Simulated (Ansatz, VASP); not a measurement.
# Two plane-wave programs on Sc

File INCAR:

```
PREC = Accurate ; ENCUT = 520
EDIFF = 1E-7 ; ISMEAR = -1
SIGMA = 0.05 ; LREAL = F
LASPH = T ; NELM = 60
ALGO = Normal ; ISIF = 2
LWAVE = F ; LCHARG = F
GGA = PS ; NBANDS = 18
```

KPOINTS

```
regular mesh
0
Gamma
  11 11 11
```

File POSCAR:

```
Sc
1.0
    0.0000000000      2.7790632810      2.7790632810
    2.7790632810      0.0000000000      2.7790632810
    2.7790632810      2.7790632810      0.0000000000
Sc
2
Direct
   -0.1250000000     -0.1250000000     -0.1250000000
    0.1250000000      0.1250000000      0.1250000000
```

Input for Ansatz:

```yaml
crystal:
  lattice:
    - [0.0, 2.779063281, 2.779063281]
    - [2.779063281, 0.0, 2.779063281]
    - [2.779063281, 2.779063281, 0.0]
  atoms:
    - { symbol: Sc, position: [-0.125, -0.125, -0.125] }
    - { symbol: Sc, position: [0.125, 0.125, 0.125] }
kpoints:
  mp_grid: { grid: [11, 11, 11] }
scf:
  occupations: { method: fermi_dirac, width: 0.05 }
hamiltonian:
  xc: pbesol
  pseudopotentials: { kind: paw }
output:
  forces: true
  stress: true
  eigenvalues: true
  populations: true
```

Change from the starting cell: volume scaled by 0.7, PAW files.

Alike in both runs: task single point; functional PBEsol; k mesh 11 × 11 × 11; occupations fermi-dirac, width 0.05 eV; no spin polarisation.

```csv
,VASP,Ansatz
version,VASP 6.6.1,Ansatz 0.2.0
potentials or method,"VASP PAW PBE potentials, release 64 (Sc_sv)","PAW with Ansatz's default frozen-core files, scalar-relativistic"
plane-wave cutoff (eV),520,420
valence electrons in the cell,22,22
```

|  | VASP | Ansatz | Ansatz less VASP |
| --- | --- | --- | --- |
| pressure (GPa) | 5.2 | 4.7 | -0.43 |

VASP's potentials were made for PBE, not for PBEsol.
